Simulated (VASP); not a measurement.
WS2 (Tungstenite):

```
W S
1.0
     3.24237    0.00000    0.00000
    -1.62118    2.80797    0.00000
     0.00000    0.00000   12.74516
W S
2 4
Direct
  0.66667 0.33333 0.75000
  0.33333 0.66667 0.25000
  0.66667 0.33333 0.37500
  0.33333 0.66667 0.87500
  0.66667 0.33333 0.12500
  0.33333 0.66667 0.62500
```

Program: VASP 6.6.1. Alike in all runs: task single point; no spin polarisation; cell as given; k mesh 10 × 10 × 3; cutoff (eV) 520; smearing fermi-dirac 0.05 eV.

**Question.** Order these runs on this cell by their pressure, lowest first.
A. level PBE; potentials or basis VASP PAW PBE potentials, release 64 (W_sv, S)
B. level RPBE; potentials or basis VASP PAW PBE potentials, release 64 (W_sv, S)
C. level PBE+D3(BJ); potentials or basis VASP PAW PBE potentials, release 64 (W_sv, S)
D. level RPBE+D3(BJ); potentials or basis VASP PAW PBE potentials, release 64 (W_sv, S)
E. level LDA; potentials or basis VASP PAW LDA potentials, release 64 (W_sv, S)

**Answer.** D (-21.0 GPa), E (-13.0 GPa), C (-9.5 GPa), A (-6.2 GPa), B (-3.7 GPa).

Caveats: this functional lacks dispersion, which binds the layers, so the pressure and a relaxed spacing across them are unreliable (some runs); the PAW data sets were made with another functional, which shifts forces and pressure a little (some runs).
